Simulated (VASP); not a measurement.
A run of VASP 6.6.1:

File POSCAR:

```
HfO2
1.0
   -3.5768243314      0.0000000000      0.0000000000
    0.0000000000     -3.5768243314      0.0000000000
    0.0000000000      0.0000000000     12.4053479013
Hf O
4 8
Direct
    0.5000000000      0.5000000000      0.7976370889
    0.5000000000      0.5000000000      0.3782474843
    1.0000000000      1.0000000000      0.5879422866
    1.0000000000      1.0000000000      0.1685526821
    1.0000000000      0.5000000000      0.0411268272
    1.0000000000      0.5000000000      0.4605164317
    0.5000000000      0.0000000000      0.0862837347
    0.5000000000      0.0000000000      0.5056733392
    0.5000000000      1.0000000000      0.7153681415
    0.5000000000      1.0000000000      0.2959785370
    0.0000000000      0.5000000000      0.6702112340
    0.0000000000      0.5000000000      0.2508216294
```

File INCAR.step1:

```
SYSTEM = HfO2
PREC = Accurate
ENCUT = 520
ISMEAR = 0
SIGMA = 0.05
LREAL = .FALSE.
LASPH = .TRUE.
NELM = 80
NBANDS = 56
GGA = PE
ALGO = Normal
EDIFF = 1E-4
LWAVE = .TRUE.
LCHARG = .FALSE.
```

File INCAR.step2:

```
SYSTEM = HfO2
PREC = Accurate
ENCUT = 520
EDIFF = 1E-6
ISMEAR = 0
SIGMA = 0.05
LREAL = .FALSE.
LASPH = .TRUE.
NELM = 80
ALGO = Normal
ISIF = 2
LWAVE = .FALSE.
LCHARG = .TRUE.
METAGGA = R2SCAN
LMIXTAU = .TRUE.
LELF = .TRUE.
LVHAR = .TRUE.
NBANDS = 56
ISTART = 1
```

File KPOINTS:

```
Automatic mesh
0
G
  6 6 3
  0 0 0
```

Potentials or basis: VASP PAW PBE potentials, release 64 (Hf_pv, O).

Command:

```bash
$ cat potpaw_PBE.64/Hf_pv/POTCAR potpaw_PBE.64/O/POTCAR > POTCAR
$ cp INCAR.step1 INCAR
$ mpirun -np 1 vasp_std > vasp.out
$ cp INCAR.step2 INCAR
$ mpirun -np 1 vasp_std > vasp.out
```

Hardware: 1 thread of Intel(R) Xeon(R) Platinum 8259CL CPU @ 2.50GHz (Skylake/Cascade Lake) (shared host).

**Question.** How long does it take, and how much memory?

**Answer.** Run time: 44 min on 1 thread of Intel(R) Xeon(R) Platinum 8259CL CPU @ 2.50GHz (Skylake/Cascade Lake), on a shared host, peak memory 0.43 GiB. Counts: k points 32.
